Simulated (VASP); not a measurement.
# Bi (R-3m) in VASP: notebook

Bi is run at these levels: PBE; tasks: single point.

Program: VASP 6.6.1. These are calculated values, not measurements. Logs are shortened: lines on timing, memory, paths and dates and some standing lists are left out, and cuts for length are marked.

## 1. The cell of the first run

The structure is trigonal, space group R-3m (No. 166). The conventional cell has a = 4.585 Å, b = 4.585 Å, c = 12.140 Å, α = 90.00°, β = 90.00°, γ = 120.00°. Bi (site symmetry 3m) has 6 Bi at 3.11 to 3.59 Å within 4.1 Å.

## 2. Single point, PBE

Contents of INCAR:

```
PREC     = Accurate       # precision mode
ENCUT    = 520            # plane-wave cutoff, eV
EDIFF    = 1E-7           # SCF threshold, eV
ISMEAR   = -1             # smearing method
SIGMA    = 0.01           # smearing width, eV
LREAL    = False          # projectors in reciprocal space
LASPH    = True           # aspherical terms in the spheres
NELM     = 100            # most SCF steps
ALGO     = Normal         # electronic algorithm
ISIF     = 2              # what is computed and relaxed
LWAVE    = False          # write WAVECAR
LCHARG   = False          # write CHGCAR
GGA      = PE             # functional
NBANDS   = 22             # bands
```

Contents of KPOINTS:

```
Automatic mesh
0
Gamma
  8 8 8
```

Contents of POSCAR:

```
Bi
1.0
    2.2924582305      1.3235513765      4.0467531177
   -2.2924582305      1.3235513765      4.0467531177
    0.0000000000     -2.6471027530      4.0467531177
Bi
2
Direct
    0.2337113826      0.2337113826      0.2337113826
    0.7662886174      0.7662886174      0.7662886174
```

Potentials or basis: VASP PAW PBE potentials, release 64 (Bi_d).

Command:

```console
cat potpaw_PBE.64/Bi_d/POTCAR > POTCAR
mpirun -np 1 vasp_std > vasp.out
```

OUTCAR:

```text
PREC = Accurate
   ENCUT = 520
   EDIFF = 1E-7
   ISMEAR = -1
   LREAL = False
   LASPH = True
   NELM = 100
   ISIF = 2
   GGA = PE

 ion  position               nearest neighbor table
   1  0.234  0.234  0.234-   2 3.11   2 3.11   2 3.11   2 3.59   2 3.59   2 3.59
   2  0.766  0.766  0.766-   1 3.11   1 3.11   1 3.11   1 3.59   1 3.59   1 3.59

  LATTYP: Found a trigonal (rhomboedric) cell.
 ALAT       =     4.8356347857
 COS(alpha) =     0.5505039576

  Lattice vectors:

 A1 = (   2.2924582305,   1.3235513765,   4.0467531177)
 A2 = (  -2.2924582305,   1.3235513765,   4.0467531177)
 A3 = (   0.0000000000,  -2.6471027530,   4.0467531177)

Analysis of symmetry for initial positions (statically):
=====================================================================
 Subroutine PRICEL returns:
 Original cell was already a primitive cell.

 Routine SETGRP: Setting up the symmetry group for a
 trigonal (rhombohedral) supercell.

 Subroutine GETGRP returns: Found 12 space group operations
 (whereof 12 operations were pure point group operations)
 out of a pool of 12 trial point group operations.

The static configuration has the point symmetry D_3d.

Analysis of symmetry for dynamics (positions and initial velocities):
=====================================================================
 Subroutine PRICEL returns:
 Original cell was already a primitive cell.

 Routine SETGRP: Setting up the symmetry group for a
 trigonal (rhombohedral) supercell.

 Subroutine GETGRP returns: Found 12 space group operations
 (whereof 12 operations were pure point group operations)
 out of a pool of 12 trial point group operations.

The dynamic configuration has the point symmetry D_3d.

 Subroutine INISYM returns: Found 12 space group operations
 (whereof 12 operations are pure point group operations),
 and found     1 'primitive' translations

----------------------------------------------------------------------------------------

                                     Primitive cell

  volume of cell :      73.6716

  direct lattice vectors                    reciprocal lattice vectors
     2.292458230  1.323551376  4.046753118     0.218106482  0.125923836  0.082370563
    -2.292458230  1.323551376  4.046753118    -0.218106482  0.125923836  0.082370563
     0.000000000 -2.647102753  4.046753118     0.000000000 -0.251847672  0.082370563
[... 73 lines left out ...]
   NGXF,Y,Z  is equivalent  to a cutoff of  24.75, 24.75, 24.75 a.u.
 SYSTEM =  unknown system
   PREC   = accura    normal or accurate (medium, high low for compatibility)
   ISTART =      0    job   : 0-new  1-cont  2-samecut
   ICHARG =      2    charge: 1-file 2-atom 10-const
   ISPIN  =      1    spin polarized calculation?
   LNONCOLLINEAR =      F non collinear calculations
   LSORBIT =      F    spin-orbit coupling
   LASPH  =      T    aspherical Exc in radial PAW
   ENCUT  =  520.0 eV  38.22 Ry    6.18 a.u.   8.99  8.99  8.99*2*pi/ulx,y,z
   NELM   =    100;   NELMIN=  2; NELMDL= -5     # of ELM steps
   EDIFF  = 0.1E-06   stopping-criterion for ELM
   LREAL  =      F    real-space projection
   EDIFFG = 0.1E-05   stopping-criterion for IOM
   NSW    =      0    number of steps for IOM
   IBRION =     -1    ionic relax: 0-MD 1-quasi-New 2-CG
   NFREE  =      0    steps in history (QN), initial steepest desc. (CG)
   ISIF   =      2    stress and relaxation
   ISYM   =      2    0-nonsym 1-usesym 2-fastsym
   POTIM  = 0.5000    time-step for ionic-motion
   TEBEG  =    0.0;   TEEND  =   0.0 temperature during run
   PSTRESS=    0.0 pullay stress
   NELECT =      30.0000    total number of electrons
   NUPDOWN=      -1.0000    fix difference up-down
   EMIN   =  10.00;   EMAX   =-10.00  energy-range for DOS
   EFERMI =   0.00;   METHOD = LEGACY
   ISMEAR =    -1;   SIGMA  =   0.01  broadening in eV -4-tet -1-fermi 0-gaus
   EFERMI_NEDOS =   21; number of points for ismear=-14 and -15
   IALGO  =     38    algorithm
   IMIX   =      4    mixing-type and parameters
     AMIX     =   0.40;   BMIX     =  1.00
     AMIX_MAG =   1.60;   BMIX_MAG =  1.00
  volume/ion in A,a.u.               =      36.84       248.58
  Fermi-wavevector in a.u.,A,eV,Ry     =   1.213431  2.293053 20.033429  1.472415
  Thomas-Fermi vector in A             =   2.348884
   LORBIT       =      0    0 simple, 1 ext, 2 COOP (PROOUT), +10 PAW based schemes
   GGA     = PE    functional components
   LHFCALC =     F    Hartree Fock is set to
   AEXX    =    0.0000 exact exchange contribution
   IVDW    =     0    specifies the selected vdW correction
   LEPSILON=     F    determine dielectric tensor
   LRPA    =     F    only Hartree local field effects (RPA)
 non-spin polarized calculation
  energy-cutoff  :      520.00
  volume of cell :       73.67
 maximum number of plane-waves:      2014
   NGX = 17   NGY = 17   NGZ = 17

 number of electron      29.9999994 magnetization

 Free energy of the ion-electron system (eV)
  ---------------------------------------------------
  ext. energy  EPLUGINS =         0.00000000
  ---------------------------------------------------
  free energy    TOTEN  =        -7.78205673 eV

  energy without entropy =       -7.78178364  energy(sigma->0) =       -7.78192018

 E-fermi :   5.7768     XC(G=0):  -9.3174

 val. band max:        5.7680744926   @ k =  -0.3750   0.5000   0.3750
 cond. band min:       5.9866753637   @ k =   0.3750   0.1250   0.1250
 fundamental gap:      0.2186008711
 Fermi energy:         5.7768153058

 k-point     1 :       0.0000    0.0000    0.0000
  band No.  band energies     occupation
      1     -17.0320      2.00000
      2     -17.0320      2.00000
      3     -16.8991      2.00000
      4     -16.8991      2.00000
      5     -16.8866      2.00000
      6     -16.7397      2.00000
[... 589 lines left out ...]
     21      13.1499      0.00000
     22      14.5750      0.00000

 [... further k-points ...]
[... 5 lines left out ...]
  --------------------------------------------------------------------------------------
  -------------------------------------------------------------------------------------
  Total       -0.0283404     -0.0283404     -0.0457678      0.0000000      0.0000000      0.0000000
  in kB       -0.6163350     -0.6163350     -0.9953372      0.0000000      0.0000000      0.0000000
  external PRESSURE =      -0.7426691 kB  Pullay stress =       0.0000000 kB

 VOLUME and BASIS-vectors are now :
 -----------------------------------------------------------------------------
  energy-cutoff  :      520.00
  volume of cell :       73.67
      direct lattice vectors                 reciprocal lattice vectors
     2.292458230  1.323551376  4.046753118     0.218106482  0.125923836  0.082370563
    -2.292458230  1.323551376  4.046753118    -0.218106482  0.125923836  0.082370563
     0.000000000 -2.647102753  4.046753118     0.000000000 -0.251847672  0.082370563

 POSITION                                       TOTAL-FORCE (eV/Angst)
 -----------------------------------------------------------------------------------
      0.00000      0.00000      2.83732         0.000000     -0.000000     -0.026281
      0.00000      0.00000      9.30294         0.000000      0.000000      0.026281
 -----------------------------------------------------------------------------------
    total drift:                               -0.000000      0.000000     -0.000000

  FREE ENERGIE OF THE ION-ELECTRON SYSTEM (eV)
  ---------------------------------------------------
  free  energy   TOTEN  =        -7.7820567286 eV

  energy  without entropy=       -7.7817836392  energy(sigma->0) =       -7.78192018
```

OSZICAR:

```text
N       E                     dE             d eps       ncg     rms          rms(c)
DAV:   1     0.308060986236E+03    0.30806E+03   -0.16167E+04  2860   0.160E+03
DAV:   2     0.187782358475E+02   -0.28928E+03   -0.28187E+03  2902   0.435E+02
DAV:   3    -0.685776152960E+01   -0.25636E+02   -0.25332E+02  3448   0.143E+02
DAV:   4    -0.774341985082E+01   -0.88566E+00   -0.88523E+00  3530   0.294E+01
DAV:   5    -0.778309200001E+01   -0.39672E-01   -0.39670E-01  4092   0.561E+00    0.103E+00
DAV:   6    -0.778135710822E+01    0.17349E-02   -0.17657E-02  3712   0.136E+00    0.627E-01
DAV:   7    -0.778183475856E+01   -0.47765E-03   -0.12899E-02  3418   0.124E+00    0.109E-01
DAV:   8    -0.778203573871E+01   -0.20098E-03   -0.18610E-03  3376   0.478E-01    0.215E-02
DAV:   9    -0.778205659853E+01   -0.20860E-04   -0.75722E-05  4168   0.709E-02    0.120E-02
DAV:  10    -0.778205620668E+01    0.39185E-06   -0.82886E-06  3384   0.216E-02    0.194E-03
DAV:  11    -0.778205674227E+01   -0.53560E-06   -0.70706E-07  3022   0.639E-03    0.113E-03
DAV:  12    -0.778205672864E+01    0.13639E-07   -0.23242E-07  2634   0.318E-03
   1 F= -.77820567E+01 E0= -.77819202E+01  d E =-.273089E-03
```

stdout:

```text
POSCAR found type information on POSCAR Bi
 POSCAR found :  1 types and       2 ions
 scaLAPACK will be used
 LDA part: xc-table for (Slater+PW92), standard interpolation
 POSCAR, INCAR and KPOINTS ok, starting setup
 FFT: planning ... GRIDC
 FFT: planning ... GRID_SOFT
 FFT: planning ... GRID
 WAVECAR not read
 entering main loop
```

Wall time 41 s (1 thread of Intel Xeon Platinum 8559C (Emerald Rapids), shared host); peak memory 0.24 GiB.

Results:

| Item | Value |
| --- | --- |
| Free energy | -7.7821 eV |
| Pressure | -0.1 GPa |
| Largest force | 0.026 eV/Å |
| Band gap on the k mesh | zero (band 15 reaches 5.77 eV, above the bottom of band 16 at 5.61 eV) |

Forces on the atoms (eV/Å):
```
Bi   0.000  0.000 -0.026
Bi   0.000  0.000  0.026
```

Caveat: spin-orbit coupling is left out, which moves the levels of the heavy elements.

## 3. Single point, PBE

Contents of INCAR:

```
SYSTEM = Bi
PREC     = Accurate       ! precision mode
ENCUT    = 520            ! plane-wave cutoff, eV
EDIFF    = 1E-6           ! SCF threshold, eV
ISMEAR   = -1             ! smearing method
SIGMA    = 0.03           ! smearing width, eV
LREAL    = .False.        ! projectors in reciprocal space
LASPH    = .True.         ! aspherical terms in the spheres
NELM     = 80             ! most SCF steps
ALGO     = Normal         ! electronic algorithm
ISIF     = 2              ! what is computed and relaxed
LWAVE    = .False.        ! write WAVECAR
LCHARG   = .False.        ! write CHGCAR
GGA      = PE             ! functional
NBANDS   = 22             ! bands
```

Contents of KPOINTS:

```
regular mesh
0
Gamma
  8 8 8
  0 0 0
```

POSCAR is that of step 2.

Potentials or basis: VASP PAW PBE potentials, release 64 (Bi_d).

Command:

```console
cat potpaw_PBE.64/Bi_d/POTCAR > POTCAR
mpirun -np 1 vasp_std > vasp.out
```

It took 35 s on 1 thread of Intel Xeon Platinum 8559C (Emerald Rapids), shared host; peak memory 0.24 GiB.

It converged, with:

```
Free energy            : -7.7827 eV
Pressure               : -0.1 GPa
Largest force          : 0.025 eV/Å
Band gap on the k mesh : zero (band 15 reaches 5.77 eV, above the bottom of band 16 at 5.61 eV)
```

Forces on the atoms (eV/Å):
```
Bi   0.000  0.000 -0.025
Bi   0.000  0.000  0.025
```

Levels at points of the mesh, in eV from the Fermi level:
| k point | band 12 | band 13 | band 14 | band 15 | band 16 | band 17 | band 18 | band 19 |
| --- | --- | --- | --- | --- | --- | --- | --- | --- |
| (0.00, 0.00, 0.00) | -7.62 | -1.45 | -1.08 | -1.08 | 2.43 | 2.88 | 2.88 | 5.64 |
| (0.50, 0.00, 0.00) | -10.36 | -1.35 | -1.11 | -0.28 | -0.19 | 0.55 | 1.10 | 7.35 |
| (0.50, 0.50, 0.00) | -9.44 | -4.41 | -2.86 | -2.68 | 2.44 | 4.70 | 5.28 | 6.37 |
| (0.50, 0.50, 0.50) | -9.78 | -0.86 | -0.51 | -0.51 | 0.76 | 0.79 | 0.79 | 6.86 |

Caveat: spin-orbit coupling is left out, which moves the levels of the heavy elements.

## 4. Single point, PBE

Contents of INCAR:

```
PREC = Accurate
ENCUT = 520
EDIFF = 1E-7
ISMEAR = -1
SIGMA = 0.2
LREAL = False
LASPH = True
NELM = 60
ALGO = Normal
ISIF = 2
LWAVE = False
LCHARG = False
GGA = PE
NBANDS = 22
```

Contents of KPOINTS:

```
regular mesh
0
Gamma
  8 8 8
```

POSCAR is that of step 3.

Command:

```console
cat potpaw_PBE.64/Bi_d/POTCAR > POTCAR
mpirun -np 1 vasp_std > vasp.out
```

Run time: 42 s. Hardware: 1 thread of Intel Xeon Platinum 8559C (Emerald Rapids), shared host; peak memory 0.24 GiB.

Results (log left out):

```
Free energy            : -7.8106 eV
Pressure               : 0.0 GPa
Largest force          : 0.042 eV/Å
Band gap on the k mesh : zero (band 15 reaches 5.77 eV, above the bottom of band 16 at 5.61 eV)
```

Forces in eV/Å, atoms in the order of the input:
```
Bi   0.000  0.000  0.042
Bi   0.000  0.000 -0.042
```

Levels at points of the mesh, in eV from the Fermi level:
```tsv
k point	band 11	band 12	band 13	band 14	band 15	band 16	band 17	band 18	band 19	band 20
(0.00, 0.00, 0.00)	-12.88	-7.70	-1.53	-1.17	-1.17	2.35	2.79	2.79	5.56	5.78
(0.50, 0.00, 0.00)	-11.08	-10.44	-1.43	-1.20	-0.36	-0.28	0.46	1.01	7.26	8.14
(0.50, 0.50, 0.00)	-11.19	-9.52	-4.49	-2.94	-2.76	2.36	4.62	5.20	6.29	8.96
(0.50, 0.50, 0.50)	-11.78	-9.87	-0.95	-0.60	-0.60	0.68	0.71	0.71	6.77	8.85
```

Caveat: spin-orbit coupling is left out, which moves the levels of the heavy elements.

## 5. Overview

| smearing | gap on the mesh (eV) | pressure (GPa) | largest force (eV/Å) |
| --- | --- | --- | --- |
| fermi-dirac 0.01 eV | none | -0.1 | 0.03 |
| fermi-dirac 0.03 eV | none | -0.1 | 0.03 |
| fermi-dirac 0.2 eV | none | 0.0 | 0.04 |

Alike in all rows: task single point; level PBE; potentials or basis VASP PAW PBE potentials, release 64 (Bi_d); no spin polarisation; cell as given; k mesh 8 × 8 × 8; cutoff (eV) 520.

Every run on the cell as given and a fine mesh finds a metal.

Caveats: spin-orbit coupling is left out, which moves the levels of the heavy elements.

Total energies depend on the potentials used, so only differences within one code and one set of settings carry meaning.
